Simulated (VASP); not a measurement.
A run of VASP 6.6.1 is set up as follows.

File INCAR:

```
PREC = Accurate ; ENCUT = 520
EDIFF = 1E-7 ; ISMEAR = 0
SIGMA = 0.02 ; LREAL = False
LASPH = True ; NELM = 120
ALGO = Normal ; ISIF = 2
LWAVE = False ; LCHARG = False
GGA = PS ; IBRION = 2
NSW = 60 ; EDIFFG = -0.002
GGA_COMPAT = False ; NELMIN = 4
```

KPOINTS

```
Automatic mesh
0
Gamma
  9 9 9
```

File POSCAR:

```
MgO
1.0
   -0.0145693080      2.1138825502      2.1138825502
    2.1138825502     -0.0145693080      2.1138825502
    2.1138825502      2.1138825502     -0.0145693080
Mg O
1 1
Direct
    0.0000000000      0.0000000000      0.0000000000
    0.5000000000      0.5000000000      0.5000000000
```

Potentials or basis: VASP PAW PBE potentials, release 64 (Mg, O).

Run with:

```console
$ cat potpaw_PBE.64/Mg/POTCAR potpaw_PBE.64/O/POTCAR > POTCAR
$ mpirun -np 1 vasp_std > vasp.out
```

Problem. Estimate the band gap on the k mesh.

Solution. 4.38 eV, direct.

Stress tensor (GPa, compression positive):
```
-3.55  0.96  0.96
 0.96 -3.55  0.96
 0.96  0.96 -3.55
```

Caveat: the cell differs from its parent crystal (strained cell); the relaxation stopped at its first step, so nothing moved; the PAW data sets were made with another functional, which shifts forces and pressure a little.
